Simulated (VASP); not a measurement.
Runs of VASP 6.6.1 on Cu. The structure is that of space group P6_3/mmc (No. 194), or close to it. The cells are those of the table. 

```tsv
task	cell	k mesh	cutoff (eV)	gap on the mesh (eV)	pressure (GPa)
relaxation of cell and atoms	relaxed from a = 2.556, b = 2.556, c = 4.174 Å, angles 90.0, 90.0, 120.0°, 2 atoms	14 × 14 × 8	600	none	0.0
single point	a = 2.519, b = 2.519, c = 4.124 Å, angles 90.0, 90.0, 120.0°, 2 atoms	14 × 14 × 8	520	none	0.7
single point	a = 2.552, b = 2.552, c = 4.179 Å, angles 90.0, 90.0, 120.0°, 2 atoms	16 × 16 × 9	520	none	-5.2
single point	a = 2.414, b = 2.414, c = 3.952 Å, angles 90.0, 90.0, 120.0°, 2 atoms	16 × 16 × 9	520	none	30.0
single point	a = 2.450, b = 2.450, c = 4.011 Å, angles 90.0, 90.0, 120.0°, 2 atoms	16 × 16 × 9	520	none	(a)
```

Alike in all rows: level PBEsol; potentials or basis VASP PAW PBE potentials, release 64 (Cu); no spin polarisation; smearing fermi-dirac 0.1 eV.

Problem. Fill in the values left out.

Solution. (a) 17.8.

Caveats: the PAW data sets were made with another functional, which shifts forces and pressure a little.

A gap of «none» marks levels without a gap at the run's occupations.
